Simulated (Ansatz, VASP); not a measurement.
**YS: VASP beside Ansatz**

File INCAR:

```
  PREC = Accurate
  ENCUT = 520
  EDIFF = 1E-6
  ISMEAR = -1
  SIGMA = 0.01
  LREAL = False
  LASPH = True
  NELM = 80
  ALGO = Normal
  ISIF = 2
  LWAVE = False
  LCHARG = True
  LELF = True
  LVHAR = True
  NBANDS = 16
```

Contents of KPOINTS:

```
regular mesh
0
Gamma
  8 8 8
```

Contents of POSCAR:

```
YS
1.0
    0.0000000000      2.7065691031      2.7065691031
    2.7065691031      0.0000000000      2.7065691031
    2.7065691031      2.7065691031      0.0000000000
Y S
1 1
Direct
    0.5000000000      0.5000000000      0.5000000000
    0.0000000000      0.0000000000      0.0000000000
```

Input for Ansatz:

```yaml
crystal:
  lattice:
    - [0.0, 2.7065691031, 2.7065691031]
    - [2.7065691031, 0.0, 2.7065691031]
    - [2.7065691031, 2.7065691031, 0.0]
  atoms:
    - { symbol: "Y", position: [0.5, 0.5, 0.5] }
    - { symbol: S, position: [0.0, 0.0, 0.0] }
kpoints:
  mp_grid: { grid: [8, 8, 8] }
  band_path:
    path:
      - [0.0, 0.0, 0.0]
      - [0.5, 0.0, 0.5]
      - [0.625, 0.25, 0.625]
      - [0.375, 0.375, 0.75]
      - [0.0, 0.0, 0.0]
      - [0.5, 0.5, 0.5]
      - [0.5, 0.25, 0.75]
      - [0.5, 0.0, 0.5]
    npoints: 5
scf:
  occupations: { method: fermi_dirac, width: 0.01 }
hamiltonian:
  xc: lda
  pseudopotentials: { kind: all_electron, lapw: { basis_error: 0.00025 } }
output:
  forces: true
  stress: true
  eigenvalues: true
```

Change from the starting cell: volume scaled by 0.96.

Alike in both runs: task single point; functional LDA; k mesh 8 × 8 × 8; occupations fermi-dirac, width 0.01 eV; no spin polarisation.

|  | VASP | Ansatz |
| --- | --- | --- |
| version | VASP 6.6.1 | Ansatz 0.2.0 |
| potentials or method | VASP PAW LDA potentials, release 64 (Y_sv, S), cutoff 520 eV | all-electron LAPW, scalar-relativistic |

```csv
,VASP,Ansatz,Ansatz less VASP
pressure (GPa),0.4,0.4,-0.05
```

LDA's correlation is that of Perdew and Zunger in VASP and of Perdew and Wang (1992) in Ansatz. Ansatz ran all-electron here, and VASP with PAW potentials.
